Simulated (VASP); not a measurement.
# Sb3As: relaxation of cell and atoms with PBE

Crystal: Sb3As.

```
Sb As
1.0
     3.87471    0.00000    0.00000
     0.00000    3.87471    0.00000
     0.00000    0.00000    7.48264
Sb As
3 1
Direct
  0.50000 0.50000 0.23654
  0.50000 0.50000 0.76346
  0.00000 0.00000 0.50000
  0.00000 0.00000 0.00000
```

The cell was generated, and may not be a known phase.

* Program: VASP 6.6.1
* Task: relaxation of cell and atoms
* Functional: PBE
* Potentials or basis: VASP PAW PBE potentials, release 64 (Sb, As)
* Cutoff: 600 eV
* k mesh: 4 × 4 × 2
* Occupations: gaussian, width 0.1 eV
* Spin: no spin polarisation
* Dipole correction: no
* Further INCAR settings: ALGO = Normal; EDIFF = 1e-07; IBRION = 2; EDIFFG = -0.04; NSW = 90; ISIF = 3

```yaml
Relaxed_volume: 25.48 Å³/atom
Relaxed_cell: a = 3.706 Å, b = 3.706 Å, c = 7.422 Å, α = 90.00°, β = 90.00°, γ = 90.00°
Space_group_after_relaxing_to_0.1_Å: P4/mmm (No. 123)
Energy_gained_by_relaxing: 55.1 meV/atom
Ionic_steps: 6
Pressure_after_relaxing: -0.2 GPa
Largest_force_after_relaxing: 0.032 eV/Å
Band_gap_on_the_k_mesh: zero (bands 10 and 11 overlap by 4.00 eV)
```

Forces in eV/Å, atoms in the order of the input:
```
Sb   0.000  0.000 -0.032
Sb   0.000  0.000  0.032
Sb   0.000  0.000  0.000
As   0.000  0.000  0.000
```

Step by step:
```tsv
step	energy change (eV)	largest force (eV/Å)	pressure (GPa)	volume (Å³)
1	0.0000	0.0106	-5.00	112.34
2	-0.1874	0.0060	2.12	98.67
3	-0.2017	0.0075	0.28	101.21
4	-0.2184	0.0494	0.64	100.64
5	-0.2191	0.0380	0.56	100.74
6	-0.2203	0.0323	-0.24	101.93
```

Final structure:
```
Sb As
1.0
     3.70573    0.00000    0.00000
     0.00000    3.70573    0.00000
     0.00000    0.00000    7.42233
Sb As
3 1
Direct
  0.50000 0.50000 0.23630
  0.50000 0.50000 0.76370
  0.00000 0.00000 0.50000
  0.00000 0.00000 0.00000
```

Levels at points of the mesh, in eV from the Fermi level:
```tsv
k point	band 7	band 8	band 9	band 10	band 11	band 12	band 13	band 14
(0.00, 0.00, 0.00)	-1.87	-0.22	0.17	0.65	0.65	1.17	1.17	3.35
(0.50, 0.00, 0.00)	-0.27	0.12	0.25	0.54	1.14	1.18	1.79	2.29
(0.50, 0.50, 0.00)	-2.70	-2.70	-2.69	-2.57	-2.53	-2.53	1.41	2.30
(0.00, 0.00, 0.50)	-1.50	-1.38	-0.82	-0.82	3.07	3.12	3.54	3.54
(0.50, 0.00, 0.50)	-3.30	-3.15	0.33	1.47	1.61	1.79	2.48	2.53
(0.50, 0.50, 0.50)	-4.63	-4.63	-1.23	-0.91	-0.82	-0.26	0.68	0.68
```

Run time: 60 s on 1 thread of Oxide Virtual Turin-like Processor, on a shared host, peak memory 0.22 GiB.

Caveat: the k points lie up to 0.42 Å⁻¹ apart in the final cell, too coarse for converged energies and pressures of a metal; spin-orbit coupling is left out, which moves the levels of the heavy elements.
